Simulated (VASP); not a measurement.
## Y: single point with LDA

Crystal: Y.

```
Y
1.0
     0.00000    2.45237    2.45237
     2.45237    0.00000    2.45237
     2.45237    2.45237    0.00000
Y
1
Direct
  0.00000 0.00000 0.00000
```

This isn't the form of Y at room conditions, which is hcp.

```json
{
  "Program": "VASP 6.6.1",
  "Task": "single point",
  "Functional": "LDA",
  "Potentials or basis": "VASP PAW LDA potentials, release 64 (Y_sv)",
  "Cutoff": "520 eV",
  "k mesh": "13 × 13 × 13",
  "Occupations": "fermi-dirac, width 0.08 eV",
  "Spin": "no spin polarisation",
  "Dipole correction": "no",
  "Further INCAR settings": "ALGO = Normal; EDIFF = 1e-06; NBANDS = 12; ISYM = 0"
}
```

The pressure is -0.2 GPa. The band gap on the k mesh is zero (an odd number of electrons rules out a gap without spin polarisation).

Levels at points of the mesh, in eV from the Fermi level:
| k point | band 3 | band 4 | band 5 | band 6 | band 7 | band 8 | band 9 | band 10 |
| --- | --- | --- | --- | --- | --- | --- | --- | --- |
| (0.00, 0.00, 0.00) | -21.95 | -21.95 | -4.87 | 1.84 | 1.84 | 1.84 | 4.08 | 4.08 |

Run time: 4.9 min on 1 thread of Intel(R) Xeon(R) 6975P-C (Granite Rapids), on a shared host, peak memory 0.51 GiB.
